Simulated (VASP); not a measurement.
# Ba (P4/mmm) in VASP: single point with r2SCAN

Aim: the single point of Ba with r2SCAN.

All numbers are computed with VASP 6.6.1; they aren't measurements. Logs are shortened: lines on timing, memory, paths and dates and some standing lists are left out, and cuts for length are marked.

## Step 1: The cell of the first run

Symmetry: P4/mmm, No. 123, tetragonal system. The conventional cell has a = 4.000 Å, b = 4.000 Å, c = 3.606 Å, α = 90.00°, β = 90.00°, γ = 90.00°. Within 4.7 Å of Ba (site symmetry 4/mmm) lie 6 Ba at 3.61 to 4.00 Å.

## Step 2: Single point, r2SCAN

Contents of POSCAR:

```
Ba
1.0
    3.9996500000      0.0000000000      0.0000000000
    0.0000000000      3.9996500000      0.0000000000
    0.0000000000      0.0000000000      3.6055390000
Ba
1
Direct
    0.5000000000      0.5000000000      0.5000000000
```

Contents of INCAR.step1:

```
SYSTEM = Ba
PREC     = Accurate       ! precision mode
ENCUT    = 520            ! plane-wave cutoff, eV
ISMEAR   = 0              ! smearing method
SIGMA    = 0.15           ! smearing width, eV
LREAL    = .False.        ! projectors in reciprocal space
LASPH    = .True.         ! aspherical terms in the spheres
NELM     = 100            ! most SCF steps
NBANDS   = 11             ! bands
GGA      = PE             ! functional
ALGO     = Normal         ! electronic algorithm
EDIFF    = 1E-4           ! SCF threshold, eV
LWAVE    = .True.         ! write WAVECAR
LCHARG   = .False.        ! write CHGCAR
```

Contents of INCAR.step2:

```
SYSTEM = Ba
PREC     = Accurate       ! precision mode
ENCUT    = 520            ! plane-wave cutoff, eV
EDIFF    = 1E-6           ! SCF threshold, eV
ISMEAR   = 0              ! smearing method
SIGMA    = 0.15           ! smearing width, eV
LREAL    = .False.        ! projectors in reciprocal space
LASPH    = .True.         ! aspherical terms in the spheres
NELM     = 100            ! most SCF steps
ALGO     = Normal         ! electronic algorithm
ISIF     = 2              ! what is computed and relaxed
LWAVE    = .False.        ! write WAVECAR
LCHARG   = .False.        ! write CHGCAR
METAGGA  = R2SCAN         ! meta-GGA
LMIXTAU  = .True.       
NBANDS   = 11             ! bands
ISTART   = 1
```

Contents of KPOINTS:

```
Automatic mesh
0
Gamma
  14 14 14
  0 0 0
```

Potentials or basis: VASP PAW PBE potentials, release 64 (Ba_sv).

On the command line:

```console
cat potpaw_PBE.64/Ba_sv/POTCAR > POTCAR
cp INCAR.step1 INCAR
mpirun -np 1 vasp_std > vasp.out
cp INCAR.step2 INCAR
mpirun -np 1 vasp_std > vasp.out
```

OUTCAR:

```text
SYSTEM = Ba
   PREC = Accurate
   ENCUT = 520
   EDIFF = 1E-6
   ISMEAR = 0
   LREAL = .False.
   LASPH = .True.
   NELM = 100
   ISIF = 2
   METAGGA = R2SCAN
   ISTART = 1

 ion  position               nearest neighbor table
   1  0.500  0.500  0.500-

  LATTYP: Found a simple tetragonal cell.
 ALAT       =     3.9996500000
 C/A-ratio  =     0.9014636281

  Lattice vectors:

 A1 = (   3.9996500000,   0.0000000000,   0.0000000000)
 A2 = (   0.0000000000,   3.9996500000,   0.0000000000)
 A3 = (   0.0000000000,   0.0000000000,   3.6055390000)

Analysis of symmetry for initial positions (statically):
=====================================================================
 Subroutine PRICEL returns:
 Original cell was already a primitive cell.

 Routine SETGRP: Setting up the symmetry group for a
 simple tetragonal supercell.

 Subroutine GETGRP returns: Found 16 space group operations
 (whereof 16 operations were pure point group operations)
 out of a pool of 16 trial point group operations.

The static configuration has the point symmetry D_4h.

Analysis of symmetry for dynamics (positions and initial velocities):
=====================================================================
 Subroutine PRICEL returns:
 Original cell was already a primitive cell.

 Routine SETGRP: Setting up the symmetry group for a
 simple tetragonal supercell.

 Subroutine GETGRP returns: Found 16 space group operations
 (whereof 16 operations were pure point group operations)
 out of a pool of 16 trial point group operations.

The dynamic configuration has the point symmetry D_4h.

 Subroutine INISYM returns: Found 16 space group operations
 (whereof 16 operations are pure point group operations),
 and found     1 'primitive' translations

----------------------------------------------------------------------------------------

                                     Primitive cell

  volume of cell :      57.6785

  direct lattice vectors                    reciprocal lattice vectors
     3.999650000  0.000000000  0.000000000     0.250021877  0.000000000  0.000000000
     0.000000000  3.999650000  0.000000000     0.000000000  0.250021877  0.000000000
     0.000000000  0.000000000  3.605539000     0.000000000  0.000000000  0.277351042

  length of vectors
     3.999650000  3.999650000  3.605539000     0.250021877  0.250021877  0.277351042

  position of ions in fractional coordinates (direct lattice)
     0.500000000  0.500000000  0.500000000

  ion indices of the primitive-cell ions
   primitive index   ion index
                 1           1

----------------------------------------------------------------------------------------

 KPOINTS: Automatic mesh

Automatic generation of k-mesh.
 Grid dimensions read from file:
 generate k-points for:   14   14   14

 Generating k-lattice:

  Cartesian coordinates                     Fractional coordinates (reciprocal lattice)
     0.017858705  0.000000000  0.000000000     0.071428571  0.000000000  0.000000000
     0.000000000  0.017858705  0.000000000     0.000000000  0.071428571  0.000000000
     0.000000000  0.000000000  0.019810789     0.000000000  0.000000000  0.071428571

  Length of vectors
     0.017858705  0.017858705  0.019810789

  Shift w.r.t. Gamma in fractional coordinates (k-lattice)
     0.000000000  0.000000000  0.000000000

 Subroutine IBZKPT returns following result:
 ===========================================

 Found    288 irreducible k-points:

 Following reciprocal coordinates:
            Coordinates               Weight
  0.000000  0.000000  0.000000      1.000000
  0.071429  0.000000  0.000000      4.000000
  0.142857  0.000000  0.000000      4.000000
  0.214286  0.000000  0.000000      4.000000
  0.285714  0.000000  0.000000      4.000000
  0.357143  0.000000  0.000000      4.000000
[... 16 lines left out ...]
  0.285714  0.214286  0.000000      8.000000
  0.357143  0.214286  0.000000      8.000000
 [... further k-points ...]
   k-points           NKPTS =    288   k-points in BZ     NKDIM =    288   number of bands    NBANDS=     11
   number of dos      NEDOS =    301   number of ions     NIONS =      1
   total plane-waves  NPLWV =  25200
   dimension x,y,z NGX =    30 NGY =   30 NGZ =   28
   dimension x,y,z NGXF=    60 NGYF=   60 NGZF=   56
   ions per type =               1
   NGX,Y,Z   is equivalent  to a cutoff of  12.47, 12.47, 12.91 a.u.
   NGXF,Y,Z  is equivalent  to a cutoff of  24.94, 24.94, 25.82 a.u.
 SYSTEM =  Ba
   PREC   = accura    normal or accurate (medium, high low for compatibility)
   ISTART =      1    job   : 0-new  1-cont  2-samecut
   ICHARG =      0    charge: 1-file 2-atom 10-const
   ISPIN  =      1    spin polarized calculation?
   LNONCOLLINEAR =      F non collinear calculations
   LSORBIT =      F    spin-orbit coupling
   LASPH  =      T    aspherical Exc in radial PAW
   ENCUT  =  520.0 eV  38.22 Ry    6.18 a.u.   7.44  7.44  6.70*2*pi/ulx,y,z
   NELM   =    100;   NELMIN=  2; NELMDL=  0     # of ELM steps
   EDIFF  = 0.1E-05   stopping-criterion for ELM
   LREAL  =      F    real-space projection
   EDIFFG = 0.1E-04   stopping-criterion for IOM
   NSW    =      0    number of steps for IOM
   IBRION =     -1    ionic relax: 0-MD 1-quasi-New 2-CG
   NFREE  =      0    steps in history (QN), initial steepest desc. (CG)
   ISIF   =      2    stress and relaxation
   ISYM   =      2    0-nonsym 1-usesym 2-fastsym
   POTIM  = 0.5000    time-step for ionic-motion
   TEBEG  =    0.0;   TEEND  =   0.0 temperature during run
   PSTRESS=    0.0 pullay stress
   NELECT =      10.0000    total number of electrons
   NUPDOWN=      -1.0000    fix difference up-down
   EMIN   =  10.00;   EMAX   =-10.00  energy-range for DOS
   EFERMI =   0.00;   METHOD = LEGACY
   ISMEAR =     0;   SIGMA  =   0.15  broadening in eV -4-tet -1-fermi 0-gaus
   EFERMI_NEDOS =   21; number of points for ismear=-14 and -15
   IALGO  =     38    algorithm
   IMIX   =      4    mixing-type and parameters
     AMIX     =   0.40;   BMIX     =  1.00
     AMIX_MAG =   1.60;   BMIX_MAG =  1.00
  volume/ion in A,a.u.               =      57.68       389.23
  Fermi-wavevector in a.u.,A,eV,Ry     =   0.912858  1.725052 11.337878  0.833311
  Thomas-Fermi vector in A             =   2.037303
   LORBIT       =      0    0 simple, 1 ext, 2 COOP (PROOUT), +10 PAW based schemes
   METAGGA = R2SCAN    functional components
   LHFCALC =     F    Hartree Fock is set to
   AEXX    =    0.0000 exact exchange contribution
   IVDW    =     0    specifies the selected vdW correction
   LEPSILON=     F    determine dielectric tensor
   LRPA    =     F    only Hartree local field effects (RPA)
 non-spin polarized calculation
 Gauss-broadening in eV      SIGMA  =   0.15
  energy-cutoff  :      520.00
  volume of cell :       57.68
 maximum number of plane-waves:      1574
 NGX is ok and might be reduce to    30
   NGX = 15   NGY = 15   NGZ = 13

 number of electron       9.9999999 magnetization

 Free energy of the ion-electron system (eV)
  ---------------------------------------------------
  ext. energy  EPLUGINS =         0.00000000
  ---------------------------------------------------
  free energy    TOTEN  =       -26.13013869 eV

  energy without entropy =      -26.12459032  energy(sigma->0) =      -26.12736451

 E-fermi :   1.9374     XC(G=0):  -8.1104

 val. band max:        1.9031397922   @ k =   0.3571   0.3571   0.5000
 cond. band min:       1.9663165869   @ k =   0.4286   0.3571   0.4286
 fundamental gap:      0.0631767948
 Fermi energy:         1.9373573217

 k-point     1 :       0.0000    0.0000    0.0000
  band No.  band energies     occupation
      1     -28.2543      2.00000
      2     -12.6892      2.00000
      3     -12.6892      2.00000
      4     -12.3554      2.00000
      5      -0.6981      2.00000
      6       2.0812      0.17493
      7       2.0867      0.15907
      8       6.9206      0.00000
      9       7.7207      0.00000
     10       7.7207      0.00000
     11       9.8930      0.00000

 k-point     2 :       0.0714    0.0000    0.0000
  band No.  band energies     occupation
      1     -28.2516      2.00000
      2     -12.7248      2.00000
      3     -12.6861      2.00000
      4     -12.3528      2.00000
      5      -0.6167      2.00000
      6       2.1035      0.11723
      7       2.1556      0.03964
      8       6.7119      0.00000
      9       7.5709      0.00000
     10       7.7307      0.00000
     11       9.5677      0.00000

 k-point     3 :       0.1429    0.0000    0.0000
  band No.  band energies     occupation
      1     -28.2442      2.00000
      2     -12.8229      2.00000
      3     -12.6776      2.00000
      4     -12.3454      2.00000
      5      -0.3873      2.00000
      6       2.1653      0.03162
      7       2.3506      0.00010
      8       6.2483      0.00000
      9       7.2082      0.00000
     10       7.7591      0.00000
     11       8.9094      0.00000

 k-point     4 :       0.2143    0.0000    0.0000
  band No.  band energies     occupation
      1     -28.2334      2.00000
      2     -12.9601      2.00000
      3     -12.6652      2.00000
      4     -12.3347      2.00000
      5      -0.0466      2.00000
      6       2.2586      0.00245
      7       2.6184      0.00000
      8       5.7407      0.00000
      9       6.7790      0.00000
     10       7.8009      0.00000
     11       8.2996      0.00000
[... 239 lines left out ...]
 k-point    22 :       0.2143    0.2143    0.0000
  band No.  band energies     occupation
      1     -28.2129      2.00000
      2     -12.9414      2.00000
      3     -12.9176      2.00000
      4     -12.3143      2.00000
      5       0.5490      2.00000
      6       2.4593      0.00000
      7       3.1405      0.00000
      8       4.5430      0.00000
      9       6.7846      0.00000
     10       7.0413      0.00000
     11       9.4022      0.00000

 k-point    23 :       0.2857    0.2143    0.0000
  band No.  band energies     occupation
      1     -28.2010      2.00000
      2     -13.0737      2.00000
      3     -12.9110      2.00000
      4     -12.3026      2.00000
      5       0.8913      2.00000
      6       2.4712      0.00000
      7       3.3800      0.00000
      8       4.3708      0.00000
      9       6.4977      0.00000
     10       7.0172      0.00000
     11       9.0057      0.00000

 k-point    24 :       0.3571    0.2143    0.0000
  band No.  band energies     occupation
      1     -28.1903      2.00000
      2     -13.1981      2.00000
      3     -12.8955      2.00000
      4     -12.2919      2.00000
      5       1.2363      2.00000
      6       2.3797      0.00003
      7       3.3633      0.00000
      8       4.6293      0.00000
      9       6.2105      0.00000
     10       7.0687      0.00000
     11       8.7312      0.00000

 [... further k-points ...]
[... 5 lines left out ...]
  --------------------------------------------------------------------------------------
  -------------------------------------------------------------------------------------
  Total       -0.3005376     -0.3005376      1.2187661      0.0000000      0.0000000      0.0000000
  in kB       -8.3482469     -8.3482469     33.8545276      0.0000000      0.0000000      0.0000000
  external PRESSURE =       5.7193446 kB  Pullay stress =       0.0000000 kB

 VOLUME and BASIS-vectors are now :
 -----------------------------------------------------------------------------
  energy-cutoff  :      520.00
  volume of cell :       57.68
      direct lattice vectors                 reciprocal lattice vectors
     3.999650000  0.000000000  0.000000000     0.250021877  0.000000000  0.000000000
     0.000000000  3.999650000  0.000000000     0.000000000  0.250021877  0.000000000
     0.000000000  0.000000000  3.605539000     0.000000000  0.000000000  0.277351042

 POSITION                                       TOTAL-FORCE (eV/Angst)
 -----------------------------------------------------------------------------------
      1.99982      1.99982      1.80277         0.000000      0.000000      0.000000
 -----------------------------------------------------------------------------------
    total drift:                                0.000000      0.000000     -0.000000

  FREE ENERGIE OF THE ION-ELECTRON SYSTEM (eV)
  ---------------------------------------------------
  free  energy   TOTEN  =       -26.1301386937 eV

  energy  without entropy=      -26.1245903211  energy(sigma->0) =      -26.12736451
```

Run time: 8.6 min. Hardware: 1 thread of Intel Xeon Platinum 8259CL at 2.50GHz (Skylake/Cascade Lake), shared host; peak memory 0.3 GiB.

Results:

* Free energy: -26.1301 eV
* Pressure: 0.6 GPa
* Band gap on the k mesh: zero (band 5 reaches 2.29 eV, above the bottom of band 6 at 1.57 eV)

Caveat: the PAW data sets were made with another functional, which shifts forces and pressure a little; spin-orbit coupling is left out, which moves the levels of the heavy elements.
